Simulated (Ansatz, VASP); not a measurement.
## Ni3Pt in VASP and in Ansatz

```
CELL_PARAMETERS angstrom
3.62457 0.00000 0.00000
0.00000 3.62457 0.00000
0.00000 0.00000 3.62457
ATOMIC_POSITIONS crystal
Ni 0.50000 0.00000 0.50000
Ni 0.00000 0.50000 0.50000
Ni 0.50000 0.50000 0.00000
Pt 0.00000 0.00000 0.00000
```

Alike in both runs: task single point; functional LDA; k mesh 8 × 8 × 8; occupations fermi-dirac, width 0.05 eV; collinear spin.

|  | VASP | Ansatz |
| --- | --- | --- |
| version | VASP 6.6.1 | Ansatz 0.2.0 |
| potentials or method | VASP PAW LDA potentials, release 64 (Ni, Pt) | PAW with Ansatz's default frozen-core files, scalar-relativistic |
| plane-wave cutoff (eV) | 520 | 420 |
| valence electrons in the cell | 40 | 72 |

VASP gave:

```
net moment per atom (μB)                                      : 0.52
size of the moment on the site where the two differ most (μB) : 0.60
```

What did Ansatz give for the same quantities?

net moment per atom (μB): 0.55; size of the moment on the site where the two differ most (μB): 0.65.

LDA's correlation is that of Perdew and Zunger in VASP and of Perdew and Wang (1992) in Ansatz. Site moments also hang on the region over which each program counts them. VASP's potentials hold 40 valence electrons a cell and Ansatz's 72, so a difference there can come from the potentials and not from the codes.

Neither program's run includes spin-orbit coupling.
